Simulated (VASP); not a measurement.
A run of VASP 6.6.1:

File INCAR:

```
SYSTEM = Ni
PREC     = Accurate       ! precision mode
ENCUT    = 520            ! plane-wave cutoff, eV
EDIFF    = 1E-7           ! SCF threshold, eV
ISMEAR   = 0              ! smearing method
SIGMA    = 0.1            ! smearing width, eV
LREAL    = .FALSE.        ! projectors in reciprocal space
LASPH    = .TRUE.         ! aspherical terms in the spheres
NELM     = 150            ! most SCF steps
ALGO     = Normal         ! electronic algorithm
ISIF     = 2              ! what is computed and relaxed
LWAVE    = .FALSE.        ! write WAVECAR
LCHARG   = .FALSE.        ! write CHGCAR
ISPIN    = 2              ! spin polarisation
MAGMOM   = 2              ! initial moments
LORBIT   = 11             ! projections on sites
LMAXMIX  = 4              ! l up to which the mixer works
GGA      = PE             ! functional
NBANDS   = 15             ! bands
```

Contents of KPOINTS:

```
regular mesh
0
G
  8 8 8
  0 0 0
```

File POSCAR:

```
Ni
1.0
    0.0000000000      1.8657818750      1.8657818750
    1.8657818750      0.0000000000      1.8657818750
    1.8657818750      1.8657818750      0.0000000000
Ni
1
Direct
    0.0000000000      0.0000000000      0.0000000000
```

Potentials or basis: VASP PAW PBE potentials, release 64 (Ni).

Command:

```sh
$ cat potpaw_PBE.64/Ni/POTCAR > POTCAR
$ mpirun -np 1 vasp_std > vasp.out
```

Hardware: 1 thread of Intel(R) Xeon(R) Platinum 8559C (Emerald Rapids), on a shared host.

Problem. Estimate the wall time of this run.

Solution. Wall time 7.4 s on 1 thread of Intel(R) Xeon(R) Platinum 8559C (Emerald Rapids), on a shared host, peak memory 0.13 GiB. Counts: scf iterations 13, k points 29.
